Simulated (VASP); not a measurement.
Input of a VASP 6.6.1 run:

The input INCAR:

```
PREC = Accurate ; ENCUT = 520
EDIFF = 1E-7 ; ISMEAR = 0
SIGMA = 0.15 ; LREAL = Auto
LASPH = T ; NELM = 100
ALGO = Normal ; ISIF = 2
LWAVE = F ; LCHARG = F
GGA = PE ; IVDW = 12
NBANDS = 68
```

File KPOINTS:

```
regular mesh
0
Gamma
  3 3 3
```

POSCAR

```
Al30Si
1.0
    8.1000000000      0.0000000000      0.0000000000
    0.0000000000      8.1000000000      0.0000000000
    0.0000000000      0.0000000000      8.1000000000
Al Si
30 1
Direct
    0.5043104938      0.0021051852      0.0048939506
    0.7497871605      0.2482064198      0.0021660494
   -0.0043764198      0.0020185185      0.0048782716
    0.2497956790      0.2513572840     -0.0000608642
    0.4986655556      0.5016437037     -0.0005503704
    0.7499097531      0.7548609877      0.0039858025
    0.2500417284      0.0010218519      0.2491972840
    0.5034335802      0.2459104938      0.2482938272
    0.7499229630      0.5008076543      0.2516287654
    0.4959585185      0.0001293827      0.5042644444
    0.7499262963      0.2465700000      0.4963024691
    0.7500122222     -0.0021393827      0.7481608642
    0.0009582716      0.5016253086     -0.0003596296
    0.2498869136      0.7504812346     -0.0017518519
   -0.0036353086      0.2457559259      0.2483782716
    0.2499227160      0.4964935802      0.2478641975
    0.5000701235      0.7486275309      0.2517922222
    0.0043438272      0.0001693827      0.5045166667
    0.2500096296      0.2544766667      0.4998124691
    0.5031137037      0.5028955556      0.4998876543
    0.2500511111      0.0025993827      0.7570033333
    0.4993676543      0.2516467901      0.7494766667
    0.7498356790      0.5031280247      0.7481366667
    0.0001744444      0.7484456790      0.2519059259
   -0.0031432099      0.5027692593      0.4999179012
    0.2500565432      0.7498971605      0.5000017284
    0.0004872840      0.2515776543      0.7495866667
    0.2498480247      0.5022550617      0.7480754321
    0.5019622222      0.7502814815      0.7477153086
   -0.0019767901      0.7502841975      0.7477166667
    0.7504037037     -0.0351611111      0.2940897531
```

Potentials or basis: VASP PAW PBE potentials, release 64 (Al, Si).

Run with:

```sh
$ cat potpaw_PBE.64/Al/POTCAR potpaw_PBE.64/Si/POTCAR > POTCAR
$ mpirun -np 1 vasp_std > vasp.out
```

Task: Predict the band gap on the k mesh.

Result: Zero (bands 47 and 48 overlap by 0.38 eV).

Task: Estimate the largest force.

Result: 0.537 eV/Å.

Task: Predict the pressure.

Result: -4.6 GPa.

Stress tensor (GPa, compression positive):
```
-4.77  0.00  0.00
 0.00 -4.53  0.22
 0.00  0.22 -4.54
```
